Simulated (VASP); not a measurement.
# Ir (Im-3m) in VASP: a series of runs

Runs on Ir. Level: LDA. Tasks: single point.

Program: VASP 6.6.1. These are calculated values, not measurements. Logs are shortened: lines on timing, memory, paths and dates and some standing lists are left out, and cuts for length are marked.

**1. The cell of the first run**

Symmetry: Im-3m, No. 229, cubic system. The conventional cell has a = 3.060 Å, b = 3.060 Å, c = 3.060 Å, α = 90.00°, β = 90.00°, γ = 90.00°. Within 3.5 Å of Ir (site symmetry m-3m) lie 14 Ir at 2.65 to 3.06 Å.

**2. Single point, LDA**

The input, INCAR:

```
SYSTEM = Ir
  PREC = Accurate
  ENCUT = 500
  EDIFF = 1E-6
  ISMEAR = -1
  SIGMA = 0.05
  LREAL = .FALSE.
  LASPH = .TRUE.
  NELM = 120
  ALGO = Normal
  ISIF = 2
  LWAVE = .FALSE.
  LCHARG = .TRUE.
  GGA = CA
  LELF = .TRUE.
  LVHAR = .TRUE.
  NBANDS = 10
  GGA_COMPAT = .FALSE.
```

The input, KPOINTS:

```
regular mesh
0
G
  10 10 10
  0 0 0
```

The input, POSCAR:

```
Ir
1.0
    1.5298084422      1.5298084422      1.5298084422
   -1.5298084422      1.5298084422      1.5298084422
   -1.5298084422     -1.5298084422      1.5298084422
Ir
1
Direct
    0.0000000000      0.0000000000      0.0000000000
```

Potentials or basis: VASP PAW LDA potentials, release 64 (Ir).

Run with:

```console
$ cat potpaw_LDA.64/Ir/POTCAR > POTCAR
$ mpirun -np 1 vasp_std > vasp.out
```

OUTCAR:

```text
SYSTEM = Ir
   PREC = Accurate
   ENCUT = 500
   EDIFF = 1E-6
   ISMEAR = -1
   LREAL = .FALSE.
   LASPH = .TRUE.
   NELM = 120
   ISIF = 2
   GGA = CA

 ion  position               nearest neighbor table
   1  0.000  0.000  0.000-

  LATTYP: Found a body centered cubic cell.
 ALAT       =     3.0596168844

  Lattice vectors:

 A1 = (   1.5298084422,  -1.5298084422,  -1.5298084422)
 A2 = (   1.5298084422,   1.5298084422,   1.5298084422)
 A3 = (  -1.5298084422,  -1.5298084422,   1.5298084422)

Analysis of symmetry for initial positions (statically):
=====================================================================
 Subroutine PRICEL returns:
 Original cell was already a primitive cell.

 Routine SETGRP: Setting up the symmetry group for a
 body centered cubic supercell.

 Subroutine GETGRP returns: Found 48 space group operations
 (whereof 48 operations were pure point group operations)
 out of a pool of 48 trial point group operations.

The static configuration has the point symmetry O_h .

Analysis of symmetry for dynamics (positions and initial velocities):
=====================================================================
 Subroutine PRICEL returns:
 Original cell was already a primitive cell.

 Routine SETGRP: Setting up the symmetry group for a
 body centered cubic supercell.

 Subroutine GETGRP returns: Found 48 space group operations
 (whereof 48 operations were pure point group operations)
 out of a pool of 48 trial point group operations.

The dynamic configuration has the point symmetry O_h .

 Subroutine INISYM returns: Found 48 space group operations
 (whereof 48 operations are pure point group operations),
 and found     1 'primitive' translations

----------------------------------------------------------------------------------------

                                     Primitive cell

  volume of cell :      14.3209

  direct lattice vectors                    reciprocal lattice vectors
     1.529808442  1.529808442  1.529808442     0.326838306  0.000000000  0.326838306
    -1.529808442  1.529808442  1.529808442    -0.326838306  0.326838306  0.000000000
    -1.529808442 -1.529808442  1.529808442     0.000000000 -0.326838306  0.326838306

  length of vectors
     2.649705948  2.649705948  2.649705948     0.462219165  0.462219165  0.462219165

  position of ions in fractional coordinates (direct lattice)
     0.000000000  0.000000000  0.000000000

  ion indices of the primitive-cell ions
   primitive index   ion index
                 1           1

----------------------------------------------------------------------------------------

 KPOINTS: regular mesh

Automatic generation of k-mesh.
 Grid dimensions read from file:
 generate k-points for:   10   10   10

 Generating k-lattice:

  Cartesian coordinates                     Fractional coordinates (reciprocal lattice)
     0.032683831  0.000000000  0.032683831     0.100000000  0.000000000  0.000000000
    -0.032683831  0.032683831  0.000000000     0.000000000  0.100000000  0.000000000
     0.000000000 -0.032683831  0.032683831     0.000000000  0.000000000  0.100000000

  Length of vectors
     0.046221917  0.046221917  0.046221917

  Shift w.r.t. Gamma in fractional coordinates (k-lattice)
     0.000000000  0.000000000  0.000000000

 Subroutine IBZKPT returns following result:
 ===========================================

 Found     47 irreducible k-points:

 Following reciprocal coordinates:
            Coordinates               Weight
  0.000000  0.000000  0.000000      1.000000
  0.100000  0.000000  0.000000     12.000000
  0.200000  0.000000  0.000000     12.000000
  0.300000  0.000000  0.000000     12.000000
  0.400000  0.000000  0.000000     12.000000
  0.500000  0.000000  0.000000      6.000000
[... 16 lines left out ...]
  0.100000  0.300000  0.100000      8.000000
  0.500000  0.300000  0.100000     24.000000
 [... further k-points ...]
   k-points           NKPTS =     47   k-points in BZ     NKDIM =     47   number of bands    NBANDS=     10
   number of dos      NEDOS =    301   number of ions     NIONS =      1
   total plane-waves  NPLWV =   8000
   dimension x,y,z NGX =    20 NGY =   20 NGZ =   20
   dimension x,y,z NGXF=    40 NGYF=   40 NGZF=   40
   ions per type =               1
   NGX,Y,Z   is equivalent  to a cutoff of  12.55, 12.55, 12.55 a.u.
   NGXF,Y,Z  is equivalent  to a cutoff of  25.10, 25.10, 25.10 a.u.
 SYSTEM =  Ir
   PREC   = accura    normal or accurate (medium, high low for compatibility)
   ISTART =      0    job   : 0-new  1-cont  2-samecut
   ICHARG =      2    charge: 1-file 2-atom 10-const
   ISPIN  =      1    spin polarized calculation?
   LNONCOLLINEAR =      F non collinear calculations
   LSORBIT =      F    spin-orbit coupling
   LASPH  =      T    aspherical Exc in radial PAW
   ENCUT  =  500.0 eV  36.75 Ry    6.06 a.u.   4.83  4.83  4.83*2*pi/ulx,y,z
   NELM   =    120;   NELMIN=  2; NELMDL= -5     # of ELM steps
   EDIFF  = 0.1E-05   stopping-criterion for ELM
   LREAL  =      F    real-space projection
   EDIFFG = 0.1E-04   stopping-criterion for IOM
   NSW    =      0    number of steps for IOM
   IBRION =     -1    ionic relax: 0-MD 1-quasi-New 2-CG
   NFREE  =      0    steps in history (QN), initial steepest desc. (CG)
   ISIF   =      2    stress and relaxation
   ISYM   =      2    0-nonsym 1-usesym 2-fastsym
   POTIM  = 0.5000    time-step for ionic-motion
   TEBEG  =    0.0;   TEEND  =   0.0 temperature during run
   PSTRESS=    0.0 pullay stress
   NELECT =       9.0000    total number of electrons
   NUPDOWN=      -1.0000    fix difference up-down
   EMIN   =  10.00;   EMAX   =-10.00  energy-range for DOS
   EFERMI =   0.00;   METHOD = LEGACY
   ISMEAR =    -1;   SIGMA  =   0.05  broadening in eV -4-tet -1-fermi 0-gaus
   EFERMI_NEDOS =   21; number of points for ismear=-14 and -15
   IALGO  =     38    algorithm
   IMIX   =      4    mixing-type and parameters
     AMIX     =   0.40;   BMIX     =  1.00
     AMIX_MAG =   1.60;   BMIX_MAG =  1.00
  volume/ion in A,a.u.               =      14.32        96.64
  Fermi-wavevector in a.u.,A,eV,Ry     =   1.402271  2.649908 26.754006  1.966364
  Thomas-Fermi vector in A             =   2.525049
   LORBIT       =      0    0 simple, 1 ext, 2 COOP (PROOUT), +10 PAW based schemes
   GGA     = CA    functional components
   LHFCALC =     F    Hartree Fock is set to
   AEXX    =    0.0000 exact exchange contribution
   IVDW    =     0    specifies the selected vdW correction
   LEPSILON=     F    determine dielectric tensor
   LRPA    =     F    only Hartree local field effects (RPA)
 non-spin polarized calculation
  energy-cutoff  :      500.00
  volume of cell :       14.32
 maximum number of plane-waves:       374
   NGX =  9   NGY =  9   NGZ =  9

 number of electron       8.9999999 magnetization

 Free energy of the ion-electron system (eV)
  ---------------------------------------------------
  ext. energy  EPLUGINS =         0.00000000
  ---------------------------------------------------
  free energy    TOTEN  =        -9.66136653 eV

  energy without entropy =       -9.63771444  energy(sigma->0) =       -9.64954048

 E-fermi :   9.8652     XC(G=0): -14.0554

 val. band max:        9.8622897168   @ k =   0.1000  -0.4000   0.1000
 cond. band min:       9.8737686506   @ k =   0.2000   0.1000   0.1000
 fundamental gap:      0.0114789338
 Fermi energy:         9.8652319944

 k-point     1 :       0.0000    0.0000    0.0000
  band No.  band energies     occupation
      1      -0.8769      2.00000
      2       6.1547      2.00000
      3       6.1547      2.00000
      4       6.1547      2.00000
      5       9.3084      1.99997
      6       9.3084      1.99997
      7      26.8018      0.00000
      8      26.8018      0.00000
      9      26.8018      0.00000
     10      37.9971      0.00000

 k-point     2 :       0.1000    0.0000    0.0000
  band No.  band energies     occupation
      1      -0.4184      2.00000
      2       5.9441      2.00000
      3       6.1350      2.00000
      4       6.5670      2.00000
      5       9.0390      2.00000
      6       9.3242      1.99996
      7      27.0432      0.00000
      8      27.3849      0.00000
      9      27.5265      0.00000
     10      34.9867      0.00000

 k-point     3 :       0.2000    0.0000    0.0000
  band No.  band energies     occupation
      1       0.7832      2.00000
      2       5.4312      2.00000
      3       6.0308      2.00000
      4       7.7472      2.00000
      5       8.7298      2.00000
      6       9.3959      1.99983
      7      26.8314      0.00000
      8      27.2124      0.00000
      9      29.5341      0.00000
     10      33.3547      0.00000

 k-point     4 :       0.3000    0.0000    0.0000
  band No.  band energies     occupation
      1       1.9731      2.00000
      2       4.8596      2.00000
      3       6.4100      2.00000
      4       8.8835      2.00000
      5       9.4911      1.99887
      6       9.5504      1.99632
      7      23.8762      0.00000
      8      25.1616      0.00000
      9      31.7322      0.00000
     10      32.3883      0.00000

 k-point     5 :       0.4000    0.0000    0.0000
  band No.  band energies     occupation
      1       2.2552      2.00000
      2       4.4375      2.00000
      3       8.1219      2.00000
      4       9.2770      1.99998
      5       9.7378      1.85506
      6      11.3041      0.00000
      7      20.0048      0.00000
      8      23.5499      0.00000
      9      28.3286      0.00000
     10      35.3175      0.00000

 k-point     6 :       0.5000    0.0000    0.0000
  band No.  band energies     occupation
      1       2.2080      2.00000
      2       4.2843      2.00000
      3       9.1259      2.00000
      4       9.7972      1.59179
      5       9.8269      1.36567
      6      12.1690      0.00000
      7      18.0160      0.00000
      8      22.9343      0.00000
      9      26.9047      0.00000
     10      34.7646      0.00000
[... 183 lines left out ...]
 k-point    21 :       0.4000    0.2000    0.1000
  band No.  band energies     occupation
      1       3.2266      2.00000
      2       5.1389      2.00000
      3       5.9891      2.00000
      4       8.1282      2.00000
      5       9.9987      0.12958
      6      11.5179      0.00000
      7      21.8035      0.00000
      8      25.3826      0.00000
      9      28.2479      0.00000
     10      31.3926      0.00000

 k-point    22 :       0.5000    0.2000    0.1000
  band No.  band energies     occupation
      1       3.2016      2.00000
      2       5.0897      2.00000
      3       6.2703      2.00000
      4       8.3703      2.00000
      5      10.9969      0.00000
      6      13.9023      0.00000
      7      18.4511      0.00000
      8      23.8032      0.00000
      9      26.7812      0.00000
     10      32.4652      0.00000

 k-point    23 :       0.1000    0.3000    0.1000
  band No.  band energies     occupation
      1       1.5415      2.00000
      2       5.2627      2.00000
      3       5.2627      2.00000
      4       9.1048      2.00000
      5       9.1486      2.00000
      6       9.1486      2.00000
      7      27.0094      0.00000
      8      27.0094      0.00000
      9      28.7026      0.00000
     10      29.1005      0.00000

 k-point    24 :       0.5000    0.3000    0.1000
  band No.  band energies     occupation
      1       3.9229      2.00000
      2       4.7002      2.00000
      3       5.8977      2.00000
      4       8.6578      2.00000
      5      10.1161      0.01316
      6      14.3377      0.00000
      7      19.4446      0.00000
      8      22.6662      0.00000
      9      28.6558      0.00000
     10      30.9541      0.00000

 [... further k-points ...]

------------------------ aborting loop because EDIFF is reached ----------------------------------------

  FORCE on cell =-STRESS in cart. coord.  units (eV):
  Direction    XX          YY          ZZ          XY          YZ          ZX
  --------------------------------------------------------------------------------------
  -------------------------------------------------------------------------------------
  Total        0.2016746      0.2016746      0.2016746     -0.0000000      0.0000000     -0.0000000
  in kB       22.5626724     22.5626724     22.5626724     -0.0000000      0.0000000     -0.0000000
  external PRESSURE =      22.5626724 kB  Pullay stress =       0.0000000 kB

 VOLUME and BASIS-vectors are now :
 -----------------------------------------------------------------------------
  energy-cutoff  :      500.00
  volume of cell :       14.32
      direct lattice vectors                 reciprocal lattice vectors
     1.529808442  1.529808442  1.529808442     0.326838306  0.000000000  0.326838306
    -1.529808442  1.529808442  1.529808442    -0.326838306  0.326838306  0.000000000
    -1.529808442 -1.529808442  1.529808442     0.000000000 -0.326838306  0.326838306

 POSITION                                       TOTAL-FORCE (eV/Angst)
 -----------------------------------------------------------------------------------
      0.00000      0.00000      0.00000        -0.000000     -0.000000     -0.000000
 -----------------------------------------------------------------------------------
    total drift:                               -0.000000      0.000000      0.000000

  FREE ENERGIE OF THE ION-ELECTRON SYSTEM (eV)
  ---------------------------------------------------
  free  energy   TOTEN  =        -9.6613665289 eV

  energy  without entropy=       -9.6377144355  energy(sigma->0) =       -9.64954048
```

Run time: 3.8 s. Hardware: 1 thread of Intel Xeon Platinum 8559C (Emerald Rapids), shared host; peak memory 0.12 GiB.

What came out:

| Quantity | Value |
| --- | --- |
| Free energy | -9.6614 eV |
| Pressure | 2.3 GPa |

Levels at points of the mesh, in eV from the Fermi level:
| k point | band 3 | band 4 | band 5 | band 6 | band 7 | band 8 |
| --- | --- | --- | --- | --- | --- | --- |
| (0.00, 0.00, 0.00) | -3.71 | -3.71 | -0.56 | -0.56 | 16.94 | 16.94 |
| (0.50, 0.00, 0.00) | -0.74 | -0.07 | -0.04 | 2.30 | 8.15 | 13.07 |
| (0.50, 0.50, 0.50) | 1.57 | 1.57 | 1.57 | 7.98 | 7.98 | 7.98 |

Caveat: spin-orbit coupling is left out, which moves the levels of the heavy elements.

**3. Single point, LDA**

The input, INCAR:

```
SYSTEM = Ir
ALGO     = Normal         ! electronic algorithm
EDIFF    = 1E-6           ! SCF threshold, eV
ENCUT    = 500            ! plane-wave cutoff, eV
GGA_COMPAT= .FALSE.      
ISIF     = 2              ! what is computed and relaxed
ISMEAR   = -1             ! smearing method
LASPH    = .TRUE.         ! aspherical terms in the spheres
LCHARG   = .FALSE.        ! write CHGCAR
LREAL    = .FALSE.        ! projectors in reciprocal space
LWAVE    = .FALSE.        ! write WAVECAR
NBANDS   = 10             ! bands
NELM     = 120            ! most SCF steps
PREC     = Accurate       ! precision mode
SIGMA    = 0.05           ! smearing width, eV
```

The input, KPOINTS:

```
k-points
0
G
  10 10 10
  0 0 0
```

POSCAR is that of step 2.

Potentials or basis: VASP PAW LDA potentials, release 64 (Ir).

Run with:

```console
$ cat potpaw_LDA.64/Ir/POTCAR > POTCAR
$ mpirun -np 1 vasp_std > vasp.out
```

OUTCAR:

```text
SYSTEM = Ir
   EDIFF = 1E-6
   ENCUT = 500
   ISIF = 2
   ISMEAR = -1
   LASPH = .TRUE.
   LREAL = .FALSE.
   NELM = 120
   PREC = Accurate

 ion  position               nearest neighbor table
   1  0.000  0.000  0.000-

  LATTYP: Found a body centered cubic cell.
 ALAT       =     3.0596168844

  Lattice vectors:

 A1 = (   1.5298084422,  -1.5298084422,  -1.5298084422)
 A2 = (   1.5298084422,   1.5298084422,   1.5298084422)
 A3 = (  -1.5298084422,  -1.5298084422,   1.5298084422)

Analysis of symmetry for initial positions (statically):
=====================================================================
 Subroutine PRICEL returns:
 Original cell was already a primitive cell.

 Routine SETGRP: Setting up the symmetry group for a
 body centered cubic supercell.

 Subroutine GETGRP returns: Found 48 space group operations
 (whereof 48 operations were pure point group operations)
 out of a pool of 48 trial point group operations.

The static configuration has the point symmetry O_h .

Analysis of symmetry for dynamics (positions and initial velocities):
=====================================================================
 Subroutine PRICEL returns:
 Original cell was already a primitive cell.
[... 163 lines left out ...]
      2       6.1547      2.00000
      3       6.1547      2.00000
      4       6.1547      2.00000
      5       9.3084      1.99997
      6       9.3084      1.99997
      7      26.8018      0.00000
      8      26.8018      0.00000
      9      26.8018      0.00000
     10      37.9971      0.00000
[... 287 lines left out ...]
 k-point    24 :       0.5000    0.3000    0.1000
  band No.  band energies     occupation
      1       3.9229      2.00000
      2       4.7002      2.00000
      3       5.8977      2.00000
      4       8.6578      2.00000
      5      10.1161      0.01316
      6      14.3377      0.00000
      7      19.4446      0.00000
      8      22.6662      0.00000
      9      28.6558      0.00000
     10      30.9541      0.00000

 [... further k-points ...]

------------------------ aborting loop because EDIFF is reached ----------------------------------------

  FORCE on cell =-STRESS in cart. coord.  units (eV):
  Direction    XX          YY          ZZ          XY          YZ          ZX
  --------------------------------------------------------------------------------------
  -------------------------------------------------------------------------------------
  Total        0.2016746      0.2016746      0.2016746     -0.0000000      0.0000000     -0.0000000
  in kB       22.5626724     22.5626724     22.5626724     -0.0000000      0.0000000     -0.0000000
  external PRESSURE =      22.5626724 kB  Pullay stress =       0.0000000 kB

 VOLUME and BASIS-vectors are now :
 -----------------------------------------------------------------------------
  energy-cutoff  :      500.00
  volume of cell :       14.32
      direct lattice vectors                 reciprocal lattice vectors
     1.529808442  1.529808442  1.529808442     0.326838306  0.000000000  0.326838306
    -1.529808442  1.529808442  1.529808442    -0.326838306  0.326838306  0.000000000
    -1.529808442 -1.529808442  1.529808442     0.000000000 -0.326838306  0.326838306

 POSITION                                       TOTAL-FORCE (eV/Angst)
 -----------------------------------------------------------------------------------
      0.00000      0.00000      0.00000        -0.000000     -0.000000     -0.000000
 -----------------------------------------------------------------------------------
    total drift:                               -0.000000      0.000000      0.000000

  FREE ENERGIE OF THE ION-ELECTRON SYSTEM (eV)
  ---------------------------------------------------
  free  energy   TOTEN  =        -9.6613665289 eV

  energy  without entropy=       -9.6377144355  energy(sigma->0) =       -9.64954048
```

OSZICAR:

```text
N       E                     dE             d eps       ncg     rms          rms(c)
DAV:   1     0.444586843751E+02    0.44459E+02   -0.41717E+03   940   0.788E+02
DAV:   2    -0.923939243173E+01   -0.53698E+02   -0.51322E+02   966   0.193E+02
DAV:   3    -0.101511573779E+02   -0.91176E+00   -0.90182E+00  1076   0.299E+01
DAV:   4    -0.101611147241E+02   -0.99573E-02   -0.99536E-02  1086   0.298E+00
DAV:   5    -0.101613311269E+02   -0.21640E-03   -0.21640E-03  1088   0.413E-01    0.162E+01
DAV:   6    -0.974421953816E+01    0.41711E+00   -0.73915E-01  1042   0.104E+01    0.708E+00
DAV:   7    -0.966736505111E+01    0.76854E-01   -0.22645E-01  1112   0.517E+00    0.174E+00
DAV:   8    -0.966323594891E+01    0.41291E-02   -0.10983E-02  1026   0.161E+00    0.109E+00
DAV:   9    -0.966136886266E+01    0.18671E-02   -0.10506E-03  1050   0.501E-01    0.481E-02
DAV:  10    -0.966136729657E+01    0.15661E-05   -0.47251E-06  1108   0.178E-02    0.203E-02
DAV:  11    -0.966136652893E+01    0.76764E-06   -0.18944E-06   992   0.191E-02
   1 F= -.96613665E+01 E0= -.96495405E+01  d E =-.236521E-01
```

It took 3.6 s on 1 thread of Intel Xeon Platinum 8559C (Emerald Rapids), shared host; peak memory 0.12 GiB.

Results:

```
Free energy : -9.6614 eV
Pressure    : 2.3 GPa
```

Caveat: spin-orbit coupling is left out, which moves the levels of the heavy elements.
